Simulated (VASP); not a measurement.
# RbZn (P4/mmm) in VASP: notebook

The runs below take RbZn through single point, relaxation of cell and atoms, with PBE.

Program: VASP 6.6.1. These are calculated values, not measurements. Logs are shortened: lines on timing, memory, paths and dates and some standing lists are left out, and cuts for length are marked.

**1. The cell of the first run**

The structure is tetragonal, space group P4/mmm (No. 123). The conventional cell has a = 4.573 Å, b = 4.573 Å, c = 4.034 Å, α = 90.00°, β = 90.00°, γ = 90.00°. Rb (site symmetry 4/mmm) has 8 Zn at 3.81 Å and 6 Rb at 4.03 to 4.57 Å within 5.0 Å. Within 5.0 Å of Zn (site symmetry 4/mmm) lie 8 Rb at 3.81 Å and 6 Zn at 4.03 to 4.57 Å.

**2. Single point, PBE**

The input, INCAR:

```
SYSTEM = RbZn
PREC     = Accurate       ! precision mode
ENCUT    = 520            ! plane-wave cutoff, eV
EDIFF    = 1E-7           ! SCF threshold, eV
ISMEAR   = 0              ! smearing method
SIGMA    = 0.1            ! smearing width, eV
LREAL    = .FALSE.        ! projectors in reciprocal space
LASPH    = .TRUE.         ! aspherical terms in the spheres
NELM     = 60             ! most SCF steps
ALGO     = Normal         ! electronic algorithm
ISIF     = 2              ! what is computed and relaxed
LWAVE    = .FALSE.        ! write WAVECAR
LCHARG   = .TRUE.         ! write CHGCAR
GGA      = PE             ! functional
LELF     = .TRUE.         ! ELF
LVHAR    = .TRUE.       
NBANDS   = 18             ! bands
```

The input, KPOINTS:

```
Automatic mesh
0
G
  6 6 4
  0 0 0
```

The input, POSCAR:

```
RbZn
1.0
    4.5730570345      0.0000000000      0.0000000000
    0.0000000000      4.5730570345      0.0000000000
    0.0000000000      0.0000000000      4.0338681396
Rb Zn
1 1
Direct
    0.5000000000      0.5000000000      0.5000000000
    0.0000000000      0.0000000000      0.0000000000
```

Potentials or basis: VASP PAW PBE potentials, release 64 (Rb_sv, Zn).

The run is started by

```bash
> cat potpaw_PBE.64/Rb_sv/POTCAR potpaw_PBE.64/Zn/POTCAR > POTCAR
> mpirun -np 1 vasp_std > vasp.out
```

OUTCAR:

```text
SYSTEM = RbZn
   PREC = Accurate
   ENCUT = 520
   EDIFF = 1E-7
   ISMEAR = 0
   LREAL = .FALSE.
   LASPH = .TRUE.
   NELM = 60
   ISIF = 2
   GGA = PE

 ion  position               nearest neighbor table
   1  0.500  0.500  0.500-   2 3.81   2 3.81   2 3.81   2 3.81   2 3.81   2 3.81   2 3.81   2 3.81

   2  0.000  0.000  0.000-   1 3.81   1 3.81   1 3.81   1 3.81   1 3.81   1 3.81   1 3.81   1 3.81

  LATTYP: Found a simple tetragonal cell.
 ALAT       =     4.5730570345
 C/A-ratio  =     0.8820944303

  Lattice vectors:

 A1 = (   4.5730570345,   0.0000000000,   0.0000000000)
 A2 = (   0.0000000000,   4.5730570345,   0.0000000000)
 A3 = (   0.0000000000,   0.0000000000,   4.0338681396)

Analysis of symmetry for initial positions (statically):
=====================================================================
 Subroutine PRICEL returns:
 Original cell was already a primitive cell.

 Routine SETGRP: Setting up the symmetry group for a
 simple tetragonal supercell.

 Subroutine GETGRP returns: Found 16 space group operations
 (whereof 16 operations were pure point group operations)
 out of a pool of 16 trial point group operations.

The static configuration has the point symmetry D_4h.

Analysis of symmetry for dynamics (positions and initial velocities):
=====================================================================
 Subroutine PRICEL returns:
 Original cell was already a primitive cell.

 Routine SETGRP: Setting up the symmetry group for a
 simple tetragonal supercell.

 Subroutine GETGRP returns: Found 16 space group operations
 (whereof 16 operations were pure point group operations)
 out of a pool of 16 trial point group operations.

The dynamic configuration has the point symmetry D_4h.

 Subroutine INISYM returns: Found 16 space group operations
 (whereof 16 operations are pure point group operations),
 and found     1 'primitive' translations

----------------------------------------------------------------------------------------

                                     Primitive cell

  volume of cell :      84.3597

  direct lattice vectors                    reciprocal lattice vectors
     4.573057034  0.000000000  0.000000000     0.218672103  0.000000000  0.000000000
     0.000000000  4.573057034  0.000000000     0.000000000  0.218672103  0.000000000
     0.000000000  0.000000000  4.033868140     0.000000000  0.000000000  0.247901013

  length of vectors
     4.573057034  4.573057034  4.033868140     0.218672103  0.218672103  0.247901013

  position of ions in fractional coordinates (direct lattice)
     0.500000000  0.500000000  0.500000000
     0.000000000  0.000000000  0.000000000

  ion indices of the primitive-cell ions
   primitive index   ion index
                 1           1
                 2           2

----------------------------------------------------------------------------------------

 KPOINTS: Automatic mesh

Automatic generation of k-mesh.
 Grid dimensions read from file:
 generate k-points for:    6    6    4

 Generating k-lattice:

  Cartesian coordinates                     Fractional coordinates (reciprocal lattice)
     0.036445351  0.000000000  0.000000000     0.166666667  0.000000000  0.000000000
     0.000000000  0.036445351  0.000000000     0.000000000  0.166666667  0.000000000
     0.000000000  0.000000000  0.061975253     0.000000000  0.000000000  0.250000000

  Length of vectors
     0.036445351  0.036445351  0.061975253

  Shift w.r.t. Gamma in fractional coordinates (k-lattice)
     0.000000000  0.000000000  0.000000000

 Subroutine IBZKPT returns following result:
 ===========================================

 Found     30 irreducible k-points:

 Following reciprocal coordinates:
            Coordinates               Weight
  0.000000  0.000000  0.000000      1.000000
  0.166667  0.000000  0.000000      4.000000
  0.333333  0.000000  0.000000      4.000000
  0.500000  0.000000  0.000000      2.000000
  0.166667  0.166667  0.000000      4.000000
  0.333333  0.166667  0.000000      8.000000
[... 16 lines left out ...]
  0.333333  0.000000  0.500000      4.000000
  0.500000  0.000000  0.500000      2.000000
 [... further k-points ...]
   k-points           NKPTS =     30   k-points in BZ     NKDIM =     30   number of bands    NBANDS=     18
   number of dos      NEDOS =    301   number of ions     NIONS =      2
   total plane-waves  NPLWV =  38880
   dimension x,y,z NGX =    36 NGY =   36 NGZ =   30
   dimension x,y,z NGXF=    72 NGYF=   72 NGZF=   60
   ions per type =               1   1
   NGX,Y,Z   is equivalent  to a cutoff of  13.09, 13.09, 12.36 a.u.
   NGXF,Y,Z  is equivalent  to a cutoff of  26.17, 26.17, 24.73 a.u.
 SYSTEM =  RbZn
   PREC   = accura    normal or accurate (medium, high low for compatibility)
   ISTART =      0    job   : 0-new  1-cont  2-samecut
   ICHARG =      2    charge: 1-file 2-atom 10-const
   ISPIN  =      1    spin polarized calculation?
   LNONCOLLINEAR =      F non collinear calculations
   LSORBIT =      F    spin-orbit coupling
   LASPH  =      T    aspherical Exc in radial PAW
   ENCUT  =  520.0 eV  38.22 Ry    6.18 a.u.   8.50  8.50  7.50*2*pi/ulx,y,z
   NELM   =     60;   NELMIN=  2; NELMDL= -5     # of ELM steps
   EDIFF  = 0.1E-06   stopping-criterion for ELM
   LREAL  =      F    real-space projection
   EDIFFG = 0.1E-05   stopping-criterion for IOM
   NSW    =      0    number of steps for IOM
   IBRION =     -1    ionic relax: 0-MD 1-quasi-New 2-CG
   NFREE  =      0    steps in history (QN), initial steepest desc. (CG)
   ISIF   =      2    stress and relaxation
   ISYM   =      2    0-nonsym 1-usesym 2-fastsym
   POTIM  = 0.5000    time-step for ionic-motion
   TEBEG  =    0.0;   TEEND  =   0.0 temperature during run
   PSTRESS=    0.0 pullay stress
   NELECT =      21.0000    total number of electrons
   NUPDOWN=      -1.0000    fix difference up-down
   EMIN   =  10.00;   EMAX   =-10.00  energy-range for DOS
   EFERMI =   0.00;   METHOD = LEGACY
   ISMEAR =     0;   SIGMA  =   0.10  broadening in eV -4-tet -1-fermi 0-gaus
   EFERMI_NEDOS =   21; number of points for ismear=-14 and -15
   IALGO  =     38    algorithm
   IMIX   =      4    mixing-type and parameters
     AMIX     =   0.40;   BMIX     =  1.00
     AMIX_MAG =   1.60;   BMIX_MAG =  1.00
  volume/ion in A,a.u.               =      42.18       284.64
  Fermi-wavevector in a.u.,A,eV,Ry     =   1.029840  1.946115 14.429927  1.060570
  Thomas-Fermi vector in A             =   2.163908
   LORBIT       =      0    0 simple, 1 ext, 2 COOP (PROOUT), +10 PAW based schemes
   GGA     = PE    functional components
   LHFCALC =     F    Hartree Fock is set to
   AEXX    =    0.0000 exact exchange contribution
   IVDW    =     0    specifies the selected vdW correction
   LEPSILON=     F    determine dielectric tensor
   LRPA    =     F    only Hartree local field effects (RPA)
 non-spin polarized calculation
 Gauss-broadening in eV      SIGMA  =   0.10
  energy-cutoff  :      520.00
  volume of cell :       84.36
 maximum number of plane-waves:      2298
 NGX is ok and might be reduce to    36
   NGX = 17   NGY = 17   NGZ = 15

 number of electron      21.0000009 magnetization

 Free energy of the ion-electron system (eV)
  ---------------------------------------------------
  ext. energy  EPLUGINS =         0.00000000
  ---------------------------------------------------
  free energy    TOTEN  =        -1.58955536 eV

  energy without entropy =       -1.57963607  energy(sigma->0) =       -1.58459572

 E-fermi :   0.7613     XC(G=0):  -7.3621

 val. band max:        0.7365139112   @ k =   0.5000   0.3333   0.2500
 cond. band min:       0.8153243228   @ k =   0.3333   0.3333   0.5000
 fundamental gap:      0.0788104116
 Fermi energy:         0.7612998788

 k-point     1 :       0.0000    0.0000    0.0000
  band No.  band energies     occupation
      1     -27.4937      2.00000
      2     -11.5401      2.00000
      3     -11.5401      2.00000
      4     -11.4636      2.00000
      5      -6.5465      2.00000
      6      -6.5364      2.00000
[... 10 lines left out ...]
     17       6.8279      0.00000
     18       7.7144      0.00000

 k-point     2 :       0.1667    0.0000    0.0000
  band No.  band energies     occupation
      1     -27.4923      2.00000
      2     -11.5834      2.00000
      3     -11.5366      2.00000
      4     -11.4609      2.00000
      5      -6.5414      2.00000
      6      -6.5335      2.00000
[... 10 lines left out ...]
     17       7.0718      0.00000
     18       7.7676      0.00000

 k-point     3 :       0.3333    0.0000    0.0000
  band No.  band energies     occupation
      1     -27.4895      2.00000
      2     -11.6676      2.00000
      3     -11.5296      2.00000
      4     -11.4556      2.00000
      5      -6.5369      2.00000
      6      -6.5248      2.00000
[... 10 lines left out ...]
     17       7.6990      0.00000
     18       7.8788      0.00000

 k-point     4 :       0.5000    0.0000    0.0000
  band No.  band energies     occupation
      1     -27.4881      2.00000
      2     -11.7086      2.00000
      3     -11.5261      2.00000
      4     -11.4529      2.00000
      5      -6.5357      2.00000
      6      -6.5247      2.00000
[... 375 lines left out ...]
      4     -11.4900      2.00000
      5      -6.5347      2.00000
      6      -6.5240      2.00000
[... 10 lines left out ...]
     17       6.8585      0.00000
     18       7.5238      0.00000

 k-point    23 :       0.3333    0.0000    0.5000
  band No.  band energies     occupation
      1     -27.4647      2.00000
      2     -11.8604      2.00000
      3     -11.5970      2.00000
      4     -11.4825      2.00000
      5      -6.5297      2.00000
      6      -6.5276      2.00000
[... 10 lines left out ...]
     17       6.2472      0.00000
     18       6.9475      0.00000

 k-point    24 :       0.5000    0.0000    0.5000
  band No.  band energies     occupation
      1     -27.4634      2.00000
      2     -11.8519      2.00000
      3     -11.6305      2.00000
      4     -11.4788      2.00000
      5      -6.5327      2.00000
      6      -6.5325      2.00000
[... 10 lines left out ...]
     17       5.6146      0.00000
     18       8.1613      0.00000

 [... further k-points ...]

------------------------ aborting loop because EDIFF is reached ----------------------------------------

  FORCE on cell =-STRESS in cart. coord.  units (eV):
  Direction    XX          YY          ZZ          XY          YZ          ZX
  --------------------------------------------------------------------------------------
  -------------------------------------------------------------------------------------
  Total        0.0302663      0.0302663      0.0928951      0.0000000      0.0000000      0.0000000
  in kB        0.5748248      0.5748248      1.7642830      0.0000000      0.0000000      0.0000000
  external PRESSURE =       0.9713109 kB  Pullay stress =       0.0000000 kB

 VOLUME and BASIS-vectors are now :
 -----------------------------------------------------------------------------
  energy-cutoff  :      520.00
  volume of cell :       84.36
      direct lattice vectors                 reciprocal lattice vectors
     4.573057034  0.000000000  0.000000000     0.218672103  0.000000000  0.000000000
     0.000000000  4.573057034  0.000000000     0.000000000  0.218672103  0.000000000
     0.000000000  0.000000000  4.033868140     0.000000000  0.000000000  0.247901013

 POSITION                                       TOTAL-FORCE (eV/Angst)
 -----------------------------------------------------------------------------------
      2.28653      2.28653      2.01693         0.000000      0.000000      0.000000
      0.00000      0.00000      0.00000         0.000000      0.000000      0.000000
 -----------------------------------------------------------------------------------
    total drift:                                0.000000      0.000000      0.000000

  FREE ENERGIE OF THE ION-ELECTRON SYSTEM (eV)
  ---------------------------------------------------
  free  energy   TOTEN  =        -1.5895553640 eV

  energy  without entropy=       -1.5796360705  energy(sigma->0) =       -1.58459572
```

Wall time 17 s (1 thread of Intel Xeon Platinum 8559C (Emerald Rapids), shared host); peak memory 0.21 GiB.

What came out:

- Free energy: -1.5896 eV
- Pressure: 0.1 GPa

Stress tensor (GPa, compression positive):
```
0.06 0.00 0.00
0.00 0.06 0.00
0.00 0.00 0.18
```

Caveat: the k points lie up to 0.39 Å⁻¹ apart.

**3. Relaxation of cell and atoms, PBE**

This run uses another cell than the first one, of 28.84 Å³/atom, 0.684 times its volume.

The input, INCAR:

```
  ALGO = Normal
  EDIFF = 1E-6
  EDIFFG = -0.04
  ENCUT = 600
  GGA = PE
  IBRION = 2
  ISIF = 3
  ISMEAR = 0
  LASPH = True
  LCHARG = False
  LREAL = False
  LWAVE = False
  NELM = 100
  NSW = 90
  PREC = Accurate
  SIGMA = 0.1
```

The input, KPOINTS:

```
k-points
0
Gamma
  6 6 4
```

The input, POSCAR:

```
RbZn
1.0
    3.5306149778      0.0000000000      0.0000000000
    0.0000000000      3.5306149778      0.0000000000
    0.0000000000      0.0000000000      4.6276274887
Rb Zn
1 1
Direct
    0.5000000000      0.5000000000      0.5000000000
    0.0000000000      0.0000000000      0.0000000000
```

Potentials or basis: VASP PAW PBE potentials, release 64 (Rb_sv, Zn).

The run is started by

```bash
> cat potpaw_PBE.64/Rb_sv/POTCAR potpaw_PBE.64/Zn/POTCAR > POTCAR
> mpirun -np 1 vasp_std > vasp.out
```

Run time: 1.8 min. Hardware: 1 thread of Intel Xeon Platinum 8559C (Emerald Rapids), shared host; peak memory 0.2 GiB.

Results (log left out):

```yaml
Free_energy: -1.5806 eV
Relaxed_volume: 42.57 Å³/atom
Relaxed_cell: a = 4.562 Å, b = 4.562 Å, c = 4.091 Å, α = 90.00°, β = 90.00°, γ = 90.00°
Space_group_after_relaxing_to_0.05_Å: P4/mmm (No. 123)
Energy_gained_by_relaxing: 226.6 meV/atom
Ionic_steps: 15
Pressure_after_relaxing: 0.0 GPa
```

The path:
```csv
step,energy change (eV),largest force (eV/Å),pressure (GPa),volume (Å³)
1,0.0000,0.0000,5.69,57.68
2,-0.2269,0.0000,2.75,66.67
3,-0.3548,0.0000,0.73,79.18
4,-0.3703,0.0000,0.09,85.36
5,-0.3706,0.0000,0.01,86.34
6,-0.3706,0.0000,-0.04,86.99
7,-0.3716,0.0000,-0.02,87.08
8,-0.3741,0.0000,-0.02,87.32
9,-0.3790,0.0000,-0.07,87.72
10,-0.3981,0.0000,-0.13,88.17
11,-0.4501,0.0000,-0.17,87.57
12,-0.4498,0.0000,-0.18,86.84
13,-0.4516,0.0000,-0.19,87.35
14,-0.4490,0.0000,0.29,81.62
15,-0.4532,0.0000,-0.03,85.14
```

Final structure:
```
CELL_PARAMETERS angstrom
4.56228 0.00000 0.00000
0.00000 4.56228 0.00000
0.00000 0.00000 4.09065
ATOMIC_POSITIONS crystal
Rb 0.50000 0.50000 0.50000
Zn 0.00000 0.00000 0.00000
```

Levels at points of the mesh, in eV from the Fermi level:
```
           k point  band 7  band 8  band 9  band 10  band 11  band 12  band 13  band 14
(0.00, 0.00, 0.00)   -7.29   -7.26   -7.26    -4.89     2.33     2.55     2.75     4.11
(0.50, 0.00, 0.00)   -7.28   -7.26   -7.26    -3.78    -1.33     2.20     3.27     3.58
(0.50, 0.50, 0.00)   -7.27   -7.27   -7.26    -3.57     0.27     0.27     1.80     5.03
(0.00, 0.00, 0.50)   -7.28   -7.28   -7.24    -3.35    -1.13     2.44     2.44     3.52
(0.50, 0.00, 0.50)   -7.29   -7.28   -7.23    -3.16     0.33     0.67     2.14     4.00
(0.50, 0.50, 0.50)   -7.28   -7.26   -7.23    -2.30     0.06     0.11     0.11     4.84
```

Caveat: the volume moved by over 15 % at a fixed basis, so the end points are rough.
